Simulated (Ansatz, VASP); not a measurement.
Al: VASP beside Ansatz

INCAR

```
SYSTEM = Al
  ALGO = Normal
  EDIFF = 1E-6
  ENCUT = 500
  GGA = PE
  GGA_COMPAT = .False.
  ISIF = 2
  ISMEAR = 0
  IVDW = 12
  LASPH = .True.
  LCHARG = .False.
  LREAL = .False.
  LWAVE = .False.
  NBANDS = 8
  NELM = 120
  PREC = Accurate
  SIGMA = 0.1
```

The input KPOINTS:

```
k-points
0
Gamma
  18 18 18
  0 0 0
```

POSCAR

```
Al
1.0
    0.0000000000      1.9504676166      1.9504676166
    1.9504676166      0.0000000000      1.9504676166
    1.9504676166      1.9504676166      0.0000000000
Al
1
Direct
    0.0000000000      0.0000000000      0.0000000000
```

Input for Ansatz:

```yaml
crystal:
  lattice:
    - [0.0, 1.9504676166, 1.9504676166]
    - [1.9504676166, 0.0, 1.9504676166]
    - [1.9504676166, 1.9504676166, 0.0]
  atoms:
    - { symbol: Al, position: [0.0, 0.0, 0.0] }
basis:
  ecutwfc: 420
kpoints:
  mp_grid: { grid: [18, 18, 18] }
hamiltonian:
  xc: pbe
  dispersion: d3bj
  pseudopotentials: { kind: paw }
scf:
  occupations: { method: gaussian, width: 0.1 }
output:
  forces: true
  stress: true
  eigenvalues: true
```

Alike in both runs: task single point; functional PBE; dispersion D3(BJ); k mesh 18 × 18 × 18; occupations gaussian, width 0.1 eV; no spin polarisation.

|  | VASP | Ansatz |
| --- | --- | --- |
| version | VASP 6.6.1 | Ansatz 0.2.0 |
| potentials or method | VASP PAW PBE potentials, release 64 (Al), cutoff 500 eV | scalar-relativistic, plane waves, PAW |
| valence electrons in the cell | 3 | 3 |

```tsv
	VASP	Ansatz	Ansatz less VASP
gap on the k mesh at the Fermi level (eV)	none	none	-
pressure (GPa)	6.1	6.1	+0.03
```

A gap of «none» marks a metal or a gap that the smearing closes.
